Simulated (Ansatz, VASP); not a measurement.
One calculation of BeTe, two programs

Contents of POSCAR:

```
BeTe
1.0
    0.0000000000      2.8286236224      2.8286236224
    2.8286236224      0.0000000000      2.8286236224
    2.8286236224      2.8286236224      0.0000000000
Be Te
1 1
Direct
    0.0000000000      0.0000000000      0.0000000000
    0.2500000000      0.2500000000      0.2500000000
```

File INCAR.step1:

```
SYSTEM = BeTe
  ALGO = Normal
  EDIFF = 1E-5
  ENCUT = 520
  GGA = PE
  ISIF = 2
  ISMEAR = 0
  LASPH = .True.
  LCHARG = .False.
  LREAL = .False.
  LWAVE = .True.
  NBANDS = 11
  NELM = 80
  PREC = Accurate
  SIGMA = 0.01
```

The input INCAR.step2:

```
SYSTEM = BeTe
  AEXX = 0.1
  ALGO = Normal
  EDIFF = 1E-6
  ENCUT = 520
  ISIF = 2
  ISMEAR = 0
  ISTART = 1
  LASPH = .True.
  LCHARG = .False.
  LHFCALC = .True.
  LMIXTAU = .True.
  LREAL = .False.
  LWAVE = .False.
  METAGGA = R2SCAN
  NBANDS = 11
  NELM = 80
  PREC = Accurate
  PRECFOCK = Normal
  SIGMA = 0.01
```

Contents of KPOINTS:

```
k-points
0
Gamma
  6 6 6
  0 0 0
```

Input for Ansatz:

```yaml
crystal:
  lattice:
    - [0.0, 2.8286236224, 2.8286236224]
    - [2.8286236224, 0.0, 2.8286236224]
    - [2.8286236224, 2.8286236224, 0.0]
  atoms:
    - { symbol: Be, position: [0.0, 0.0, 0.0] }
    - { symbol: Te, position: [0.25, 0.25, 0.25] }
kpoints:
  mp_grid: { grid: [6, 6, 6] }
  band_path:
    path:
      - [0.0, 0.0, 0.0]
      - [-0.5, -0.5, 0.0]
      - [-0.375, -0.375, 0.25]
      - [-0.375, 0.0, 0.375]
      - [0.0, 0.0, 0.5]
      - [-0.5, -0.25, 0.25]
      - [0.0, 0.5, 0.5]
    npoints: 1
hamiltonian:
  xc: r2scanh
scf:
  occupations: { method: fixed }
  n_extra_bands: 4
output:
  forces: true
  stress: true
  eigenvalues: true
```

Alike in both runs: task single point; functional r2SCANh; k mesh 6 × 6 × 6; no spin polarisation.

```csv
,VASP,Ansatz
version,VASP 6.6.1,Ansatz 0.2.0
potentials or method,"VASP PAW PBE potentials, release 64 (Be, Te)","plane waves, PAW"
plane-wave cutoff (eV),520,500
occupations,"gaussian, width 0.01 eV",fixed
valence electrons in the cell,8,18
```

VASP gave:

* gap on the k mesh at the Fermi level (eV): 2.84
* pressure (GPa): -0.2

Task: Which values does Ansatz return?

Result: gap on the k mesh at the Fermi level (eV): 2.84; pressure (GPa): -0.3.

VASP's potentials were made for PBE, not for r2SCANh. VASP's potentials hold 8 valence electrons a cell and Ansatz's 18, so a difference there can come from the potentials and not from the codes. Ansatz's warnings: stress exchange threshold loose, stress scf threshold loose.

Neither program's run includes spin-orbit coupling.
